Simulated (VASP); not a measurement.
# Ga (P6_3/mmc) in VASP: a series of runs

Ga is run at these levels: PBE; tasks: single point.

Program: VASP 6.6.1. These are calculated values, not measurements. Logs are shortened: lines on timing, memory, paths and dates and some standing lists are left out, and cuts for length are marked.

**1. The cell of the first run**

The structure is hexagonal, space group P6_3/mmc (No. 194). The conventional cell has a = 3.034 Å, b = 3.034 Å, c = 4.789 Å, α = 90.00°, β = 90.00°, γ = 120.00°. Ga (site symmetry -6m2) has 12 Ga at 2.97 to 3.03 Å within 3.9 Å.

**2. Single point, PBE**

File INCAR:

```
ALGO     = Normal         # electronic algorithm
EDIFF    = 1E-6           # SCF threshold, eV
ENCUT    = 500            # plane-wave cutoff, eV
GGA      = PE             # functional
GGA_COMPAT= F            
ISIF     = 2              # what is computed and relaxed
ISMEAR   = -1             # smearing method
LASPH    = T              # aspherical terms in the spheres
LCHARG   = F              # write CHGCAR
LREAL    = F              # projectors in reciprocal space
LWAVE    = F              # write WAVECAR
NBANDS   = 20             # bands
NELM     = 120            # most SCF steps
PREC     = Accurate       # precision mode
SIGMA    = 0.1            # smearing width, eV
```

File KPOINTS:

```
k-points
0
Gamma
  6 6 4
```

File POSCAR:

```
Ga
1.0
    3.0338912024      0.0000000000      0.0000000000
   -1.5169456012      2.6274268536      0.0000000000
    0.0000000000      0.0000000000      4.7888041443
Ga
2
Direct
    0.3333333333      0.6666666667      0.2500000000
    0.6666666667      0.3333333333      0.7500000000
```

Potentials or basis: VASP PAW PBE potentials, release 64 (Ga_d).

Command:

```sh
> cat potpaw_PBE.64/Ga_d/POTCAR > POTCAR
> mpirun -np 1 vasp_std > vasp.out
```

OUTCAR:

```text
EDIFF = 1E-6
   ENCUT = 500
   GGA = PE
   ISIF = 2
   ISMEAR = -1
   LASPH = T
   LREAL = F
   NELM = 120
   PREC = Accurate

 ion  position               nearest neighbor table
   1  0.333  0.667  0.250-
   2  0.667  0.333  0.750-

  LATTYP: Found a hexagonal cell.
 ALAT       =     3.0338912024
 C/A-ratio  =     1.5784363462

  Lattice vectors:

 A1 = (   3.0338912024,   0.0000000000,   0.0000000000)
 A2 = (  -1.5169456012,   2.6274268536,   0.0000000000)
 A3 = (   0.0000000000,   0.0000000000,   4.7888041443)

Analysis of symmetry for initial positions (statically):
=====================================================================
 Subroutine PRICEL returns:
 Original cell was already a primitive cell.

 Routine SETGRP: Setting up the symmetry group for a
 hexagonal supercell.

 Subroutine GETGRP returns: Found 24 space group operations
 (whereof 12 operations were pure point group operations)
 out of a pool of 24 trial point group operations.

The static configuration has the point symmetry D_3d.
 The point group associated with its full space group is D_6h.

Analysis of symmetry for dynamics (positions and initial velocities):
=====================================================================
 Subroutine PRICEL returns:
 Original cell was already a primitive cell.

 Routine SETGRP: Setting up the symmetry group for a
 hexagonal supercell.

 Subroutine GETGRP returns: Found 24 space group operations
 (whereof 12 operations were pure point group operations)
 out of a pool of 24 trial point group operations.

The dynamic configuration has the point symmetry D_3d.
 The point group associated with its full space group is D_6h.

 Subroutine INISYM returns: Found 24 space group operations
 (whereof 12 operations are pure point group operations),
 and found     1 'primitive' translations

----------------------------------------------------------------------------------------

                                     Primitive cell

  volume of cell :      38.1731

  direct lattice vectors                    reciprocal lattice vectors
     3.033891202  0.000000000  0.000000000     0.329609710  0.190300255  0.000000000
    -1.516945601  2.627426854  0.000000000     0.000000000  0.380600510  0.000000000
     0.000000000  0.000000000  4.788804144     0.000000000  0.000000000  0.208820401

  length of vectors
     3.033891202  3.033891202  4.788804144     0.380600510  0.380600510  0.208820401

  position of ions in fractional coordinates (direct lattice)
     0.333333333  0.666666667  0.250000000
     0.666666667  0.333333333  0.750000000

  ion indices of the primitive-cell ions
   primitive index   ion index
                 1           1
                 2           2

----------------------------------------------------------------------------------------

 KPOINTS: k-points

Automatic generation of k-mesh.
 Grid dimensions read from file:
 generate k-points for:    6    6    4

 Generating k-lattice:

  Cartesian coordinates                     Fractional coordinates (reciprocal lattice)
     0.054934952  0.031716709  0.000000000     0.166666667  0.000000000  0.000000000
     0.000000000  0.063433418  0.000000000     0.000000000  0.166666667  0.000000000
     0.000000000  0.000000000  0.052205100     0.000000000  0.000000000  0.250000000

  Length of vectors
     0.063433418  0.063433418  0.052205100

  Shift w.r.t. Gamma in fractional coordinates (k-lattice)
     0.000000000  0.000000000  0.000000000

 Subroutine IBZKPT returns following result:
 ===========================================

 Found     21 irreducible k-points:

 Following reciprocal coordinates:
            Coordinates               Weight
  0.000000  0.000000  0.000000      1.000000
  0.166667  0.000000  0.000000      6.000000
  0.333333 -0.000000  0.000000      6.000000
  0.500000 -0.000000  0.000000      3.000000
  0.166667  0.166667  0.000000      6.000000
  0.333333  0.166667  0.000000     12.000000
[... 13 lines left out ...]
  0.333333  0.166667  0.500000     12.000000
  0.333333  0.333333  0.500000      2.000000
   k-points           NKPTS =     21   k-points in BZ     NKDIM =     21   number of bands    NBANDS=     20
   number of dos      NEDOS =    301   number of ions     NIONS =      2
   total plane-waves  NPLWV =  20736
   dimension x,y,z NGX =    24 NGY =   24 NGZ =   36
   dimension x,y,z NGXF=    48 NGYF=   48 NGZF=   72
   ions per type =               2
   NGX,Y,Z   is equivalent  to a cutoff of  13.15, 13.15, 12.50 a.u.
   NGXF,Y,Z  is equivalent  to a cutoff of  26.30, 26.30, 25.00 a.u.
 SYSTEM =  unknown system
   PREC   = accura    normal or accurate (medium, high low for compatibility)
   ISTART =      0    job   : 0-new  1-cont  2-samecut
   ICHARG =      2    charge: 1-file 2-atom 10-const
   ISPIN  =      1    spin polarized calculation?
   LNONCOLLINEAR =      F non collinear calculations
   LSORBIT =      F    spin-orbit coupling
   LASPH  =      T    aspherical Exc in radial PAW
   ENCUT  =  500.0 eV  36.75 Ry    6.06 a.u.   5.53  5.53  8.73*2*pi/ulx,y,z
   NELM   =    120;   NELMIN=  2; NELMDL= -5     # of ELM steps
   EDIFF  = 0.1E-05   stopping-criterion for ELM
   LREAL  =      F    real-space projection
   EDIFFG = 0.1E-04   stopping-criterion for IOM
   NSW    =      0    number of steps for IOM
   IBRION =     -1    ionic relax: 0-MD 1-quasi-New 2-CG
   NFREE  =      0    steps in history (QN), initial steepest desc. (CG)
   ISIF   =      2    stress and relaxation
   ISYM   =      2    0-nonsym 1-usesym 2-fastsym
   POTIM  = 0.5000    time-step for ionic-motion
   TEBEG  =    0.0;   TEEND  =   0.0 temperature during run
   PSTRESS=    0.0 pullay stress
   NELECT =      26.0000    total number of electrons
   NUPDOWN=      -1.0000    fix difference up-down
   EMIN   =  10.00;   EMAX   =-10.00  energy-range for DOS
   EFERMI =   0.00;   METHOD = LEGACY
   ISMEAR =    -1;   SIGMA  =   0.10  broadening in eV -4-tet -1-fermi 0-gaus
   EFERMI_NEDOS =   21; number of points for ismear=-14 and -15
   IALGO  =     38    algorithm
   IMIX   =      4    mixing-type and parameters
     AMIX     =   0.40;   BMIX     =  1.00
     AMIX_MAG =   1.60;   BMIX_MAG =  1.00
  volume/ion in A,a.u.               =      19.09       128.80
  Fermi-wavevector in a.u.,A,eV,Ry     =   1.440390  2.721942 28.228318  2.074723
  Thomas-Fermi vector in A             =   2.559139
   LORBIT       =      0    0 simple, 1 ext, 2 COOP (PROOUT), +10 PAW based schemes
   GGA     = PE    functional components
   LHFCALC =     F    Hartree Fock is set to
   AEXX    =    0.0000 exact exchange contribution
   IVDW    =     0    specifies the selected vdW correction
   LEPSILON=     F    determine dielectric tensor
   LRPA    =     F    only Hartree local field effects (RPA)
 non-spin polarized calculation
  energy-cutoff  :      500.00
  volume of cell :       38.17
 maximum number of plane-waves:      1014
 NGX is ok and might be reduce to    24
   NGX = 11   NGY = 11   NGZ = 17

 number of electron      25.9999991 magnetization

 Free energy of the ion-electron system (eV)
  ---------------------------------------------------
  ext. energy  EPLUGINS =         0.00000000
  ---------------------------------------------------
  free energy    TOTEN  =        -5.81134000 eV

  energy without entropy =       -5.79389575  energy(sigma->0) =       -5.80261787

 E-fermi :   5.6648     XC(G=0): -10.9628

 val. band max:        5.3584644156   @ k =   0.3333   0.3333   0.2500
 cond. band min:       5.7024168995   @ k =   0.1667   0.0000   0.2500
 fundamental gap:      0.3439524839
 Fermi energy:         5.6648418640

 k-point     1 :       0.0000    0.0000    0.0000
  band No.  band energies     occupation
      1      -9.5137      2.00000
      2      -9.4253      2.00000
      3      -9.4139      2.00000
      4      -9.4138      2.00000
      5      -9.3898      2.00000
      6      -9.3898      2.00000
[... 12 lines left out ...]
     19      18.6900      0.00000
     20      19.2181      0.00000

 k-point     2 :       0.1667    0.0000    0.0000
  band No.  band energies     occupation
      1      -9.5018      2.00000
      2      -9.4422      2.00000
      3      -9.4067      2.00000
      4      -9.3994      2.00000
      5      -9.3951      2.00000
      6      -9.3678      2.00000
[... 12 lines left out ...]
     19      17.1958      0.00000
     20      20.2537      0.00000

 k-point     3 :       0.3333   -0.0000    0.0000
  band No.  band energies     occupation
      1      -9.5504      2.00000
      2      -9.4790      2.00000
      3      -9.4414      2.00000
      4      -9.4354      2.00000
      5      -9.3685      2.00000
      6      -9.3272      2.00000
[... 12 lines left out ...]
     19      15.8436      0.00000
     20      18.7217      0.00000

 k-point     4 :       0.5000   -0.0000    0.0000
  band No.  band energies     occupation
      1      -9.5789      2.00000
      2      -9.5200      2.00000
      3      -9.4571      2.00000
      4      -9.4518      2.00000
      5      -9.3466      2.00000
      6      -9.3429      2.00000
[... 12 lines left out ...]
     19      15.2292      0.00000
     20      18.1534      0.00000

 k-point     5 :       0.1667    0.1667    0.0000
  band No.  band energies     occupation
      1      -9.4825      2.00000
      2      -9.4727      2.00000
      3      -9.4604      2.00000
      4      -9.4243      2.00000
      5      -9.3667      2.00000
      6      -9.3395      2.00000
[... 12 lines left out ...]
     19      16.3528      0.00000
     20      18.6388      0.00000
[... 284 lines left out ...]
      6      -9.3377      2.00000
[... 12 lines left out ...]
     19      15.5007      0.00000
     20      15.5007      0.00000

 k-point    19 :       0.1667    0.1667    0.5000
  band No.  band energies     occupation
      1      -9.4896      2.00000
      2      -9.4896      2.00000
      3      -9.4160      2.00000
      4      -9.4160      2.00000
      5      -9.3636      2.00000
      6      -9.3636      2.00000
[... 12 lines left out ...]
     19      19.3396      0.00000
     20      19.3396      0.00000

 k-point    20 :       0.3333    0.1667    0.5000
  band No.  band energies     occupation
      1      -9.5055      2.00000
      2      -9.5055      2.00000
      3      -9.4414      2.00000
      4      -9.4414      2.00000
      5      -9.3555      2.00000
      6      -9.3555      2.00000
[... 12 lines left out ...]
     19      18.2726      0.00000
     20      18.2726      0.00000

 k-point    21 :       0.3333    0.3333    0.5000
  band No.  band energies     occupation
      1      -9.4943      2.00000
      2      -9.4943      2.00000
      3      -9.4001      2.00000
      4      -9.4001      2.00000
      5      -9.3423      2.00000
      6      -9.3423      2.00000
[... 12 lines left out ...]
     19      18.6247      0.00000
     20      18.6250      0.00000

------------------------ aborting loop because EDIFF is reached ----------------------------------------

  FORCE on cell =-STRESS in cart. coord.  units (eV):
  Direction    XX          YY          ZZ          XY          YZ          ZX
  --------------------------------------------------------------------------------------
  -------------------------------------------------------------------------------------
  Total       -0.2671723     -0.2671723      0.4743793      0.0000000      0.0000000     -0.0000000
  in kB      -11.2135789    -11.2135789     19.9103371      0.0000000      0.0000000     -0.0000000
  external PRESSURE =      -0.8389402 kB  Pullay stress =       0.0000000 kB

 VOLUME and BASIS-vectors are now :
 -----------------------------------------------------------------------------
  energy-cutoff  :      500.00
  volume of cell :       38.17
      direct lattice vectors                 reciprocal lattice vectors
     3.033891202  0.000000000  0.000000000     0.329609710  0.190300255  0.000000000
    -1.516945601  2.627426854  0.000000000     0.000000000  0.380600510  0.000000000
     0.000000000  0.000000000  4.788804144     0.000000000  0.000000000  0.208820401

 POSITION                                       TOTAL-FORCE (eV/Angst)
 -----------------------------------------------------------------------------------
     -0.00000      1.75162      1.19720         0.000000     -0.000000      0.000000
      1.51695      0.87581      3.59160        -0.000000      0.000000     -0.000000
 -----------------------------------------------------------------------------------
    total drift:                               -0.000000      0.000000      0.000000

  FREE ENERGIE OF THE ION-ELECTRON SYSTEM (eV)
  ---------------------------------------------------
  free  energy   TOTEN  =        -5.8113399971 eV

  energy  without entropy=       -5.7938957510  energy(sigma->0) =       -5.80261787
```

It took 5.4 s on 1 thread of Intel Xeon 6975P-C (Granite Rapids), shared host; peak memory 0.14 GiB.

Results:

* Free energy: -5.8113 eV
* Pressure: -0.1 GPa
* Band gap on the k mesh: zero (band 13 reaches 10.07 eV, above the bottom of band 14 at 2.36 eV)

Stress tensor (GPa, compression positive):
```
-1.12  0.00  0.00
 0.00 -1.12  0.00
 0.00  0.00  1.99
```

Caveat: the k points lie up to 0.40 Å⁻¹ apart.

(Part 1 of 2 ends here.)
